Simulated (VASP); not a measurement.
Write the native input for VASP 6.6.1 that does the following.

```
Task                   : single point
Functional             : PBE
Potentials or basis    : VASP PAW PBE potentials, release 64 (Y_sv)
Cutoff                 : 520 eV
k mesh                 : 14 × 14 × 14
Occupations            : fermi-dirac, width 0.05 eV
Spin                   : no spin polarisation
Dipole correction      : no
Further INCAR settings : ALGO = Normal; EDIFF = 1e-06; NBANDS = 12
```

The structure of Y lies in POSCAR:

```
Y
1.0
    0.0000000000      2.5292598575      2.5292598575
    2.5292598575      0.0000000000      2.5292598575
    2.5292598575      2.5292598575      0.0000000000
Y
1
Direct
    0.0000000000      0.0000000000      0.0000000000
```

This isn't the form of Y at room conditions, which is hcp.

The input as run:

INCAR

```
PREC = Accurate
ENCUT = 520
EDIFF = 1E-6
ISMEAR = -1
SIGMA = 0.05
LREAL = False
LASPH = True
NELM = 60
ALGO = Normal
ISIF = 2
LWAVE = False
LCHARG = False
GGA = PE
NBANDS = 12
```

KPOINTS

```
Automatic mesh
0
Gamma
  14 14 14
```

Potentials or basis: VASP PAW PBE potentials, release 64 (Y_sv).

The run is started by

```sh
$ cat potpaw_PBE.64/Y_sv/POTCAR > POTCAR
$ mpirun -np 1 vasp_std > vasp.out
```

Results of the run:

```
Pressure               : 0.0 GPa
Band gap on the k mesh : zero (an odd number of electrons rules out a gap without spin polarisation)
```

Wall time 63 s on 1 thread of Intel Xeon 8259CL, with other jobs on the host, peak memory 0.2 GiB.
